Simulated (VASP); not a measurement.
Write the native input for VASP 6.6.1 that does the following.

```yaml
Task: single point
Functional: PBE
Potentials_or_basis: VASP PAW PBE potentials, release 64 (Mg, S)
Cutoff: 600 eV
k_mesh: 4 × 4 × 4
Occupations: gaussian, width 0.01 eV
Spin: no spin polarisation
Dipole_correction: no
Further_INCAR_settings: ALGO = Normal; EDIFF = 1e-06; NBANDS = 11
```

The structure of MgS lies in POSCAR:

```
MgS
1.0
    0.0000000000      2.5800000000      2.5800000000
    2.5800000000      0.0000000000      2.5800000000
    2.5800000000      2.5800000000      0.0000000000
Mg S
1 1
Direct
    0.0000000000      0.0000000000      0.0000000000
    0.5000000000      0.5000000000      0.5000000000
```

These files were run (other wordings do the same):

INCAR

```
PREC = Accurate
ENCUT = 600
EDIFF = 1E-6
ISMEAR = 0
SIGMA = 0.01
LREAL = F
LASPH = T
NELM = 120
ALGO = Normal
ISIF = 2
LWAVE = F
LCHARG = F
GGA = PE
NBANDS = 11
GGA_COMPAT = F
```

KPOINTS

```
Automatic mesh
0
Gamma
  4 4 4
```

Potentials or basis: VASP PAW PBE potentials, release 64 (Mg, S).

Launch:

```console
$ cat potpaw_PBE.64/Mg/POTCAR potpaw_PBE.64/S/POTCAR > POTCAR
$ mpirun -np 1 vasp_std > vasp.out
```

It gave:

```
Pressure               : 3.4 GPa
Band gap on the k mesh : 2.80 eV, indirect (least direct gap 3.90 eV)
```

Caveat: the k points lie up to 0.53 Å⁻¹ apart.

It took 11 s on 1 thread of Intel Xeon 8259CL, with other jobs on the host, peak memory 0.16 GiB.
